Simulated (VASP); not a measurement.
## GaAg2P: single point with PBE

GaAg2P:

```xyz
8
Lattice="5.0970 0.0000 0.0000 0.0000 5.0970 0.0000 0.0000 0.0000 5.7301" Properties=species:S:1:pos:R:3 pbc="T T T"
Ga    0.0000    0.0000    0.0000
Ga    0.0000    0.0000    2.8651
Ag    2.5485    0.0000    1.4325
Ag    2.5485    0.0000    4.2976
Ag    0.0000    2.5485    1.4325
Ag    0.0000    2.5485    4.2976
P     2.5485    2.5485    1.4325
P     2.5485    2.5485    4.2976
```

* Program: VASP 6.6.1
* Task: single point
* Functional: PBE
* Potentials or basis: VASP PAW PBE potentials, release 64 (Ga_d, Ag, P)
* Cutoff: 520 eV
* k mesh: 4 × 4 × 4
* Occupations: gaussian, width 0.2 eV
* Spin: no spin polarisation
* Dipole correction: no
* Further INCAR settings: ALGO = Normal; EDIFF = 1e-06; NBANDS = 50

The pressure is 0.1 GPa and the band gap on the k mesh is zero (band 40 reaches 7.51 eV, above the bottom of band 41 at 6.14 eV).

Stress tensor (GPa, compression positive):
```
-0.24  0.00  0.00
 0.00 -0.24  0.00
 0.00  0.00  0.86
```

Levels at points of the mesh, in eV from the Fermi level:
```csv
k point,band 36,band 37,band 38,band 39,band 40,band 41,band 42,band 43,band 44,band 45
"(0.00, 0.00, 0.00)",-2.84,-2.67,-1.34,-1.34,-0.75,-0.38,0.29,0.29,2.81,3.31
"(0.50, 0.00, 0.00)",-2.38,-2.20,-1.86,-1.54,-0.75,-0.67,1.06,1.43,3.17,3.45
"(0.50, 0.50, 0.00)",-2.49,-2.21,-1.11,-0.44,-0.44,-0.05,-0.05,3.17,3.17,4.32
"(0.00, 0.00, 0.50)",-2.49,-2.49,-2.49,-0.48,-0.48,0.12,0.12,1.77,1.77,1.77
"(0.50, 0.00, 0.50)",-1.58,-1.46,-1.46,-0.87,-0.87,-0.12,-0.12,0.89,0.89,3.07
"(0.50, 0.50, 0.50)",-3.38,-3.38,-3.38,0.16,0.16,3.19,3.19,3.19,3.19,3.64
```

Wall time 110 s on 1 thread of Intel(R) Xeon(R) 6975P-C (Granite Rapids) (shared host), peak memory 0.31 GiB.
